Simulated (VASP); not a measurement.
NdZrS2: single point with PBE

Crystal: NdZrS2.

```
CELL_PARAMETERS angstrom
3.58387 0.00000 0.00000
-1.79194 3.10373 0.00000
0.00000 0.00000 7.25845
ATOMIC_POSITIONS crystal
Nd 0.66667 0.33333 0.50000
Zr 0.66667 0.33333 0.00000
S 0.33333 0.66667 0.22373
S 0.33333 0.66667 0.77627
```

```json
{"Program": "VASP 6.6.1", "Task": "single point", "Functional": "PBE", "Potentials or basis": "VASP PAW PBE potentials, release 64 (Nd_3, Zr_sv, S), 4f in core", "Cutoff": "500 eV", "k mesh": "12 × 12 × 6", "Occupations": "gaussian, width 0.1 eV", "Spin": "no spin polarisation"}
```

```json
{"Pressure": "3.3 GPa", "Band gap on the k mesh": "zero (an odd number of electrons rules out a gap without spin polarisation)"}
```

Forces in eV/Å, atoms in the order of the input:
```
Nd   0.000  0.000  0.000
Zr   0.000  0.000  0.000
S    0.000  0.000  0.002
S    0.000  0.000 -0.002
```

Levels at points of the mesh, in eV from the Fermi level:
| k point | band 13 | band 14 | band 15 | band 16 | band 17 | band 18 | band 19 | band 20 | band 21 | band 22 |
| --- | --- | --- | --- | --- | --- | --- | --- | --- | --- | --- |
| (0.00, 0.00, 0.00) | -3.46 | -3.01 | -3.01 | -2.69 | -1.96 | 0.70 | 0.70 | 1.87 | 2.07 | 2.07 |
| (0.50, 0.00, 0.00) | -5.05 | -4.27 | -4.06 | -2.99 | -1.61 | 0.08 | 2.23 | 3.01 | 3.09 | 3.21 |
| (0.00, 0.00, 0.50) | -3.41 | -3.41 | -3.02 | -3.02 | 0.08 | 0.36 | 0.93 | 0.93 | 1.21 | 1.21 |
| (0.50, 0.00, 0.50) | -4.90 | -3.87 | -3.85 | -3.57 | -0.65 | -0.32 | 1.95 | 2.12 | 2.74 | 3.50 |

Run time: 84 s on 1 thread of Intel(R) Xeon(R) Platinum 8559C (Emerald Rapids), with other jobs on the host, peak memory 0.3 GiB.

Caveat: the cell stands under pressure; spin-orbit coupling is left out, which moves the levels of the heavy elements; the 4f electrons are frozen in the core, so they carry no moment and show no levels; the run has no spin polarisation, though such a crystal can be magnetic. Spin polarisation is off, so any magnetic state and its effect on volume and gap are missing.
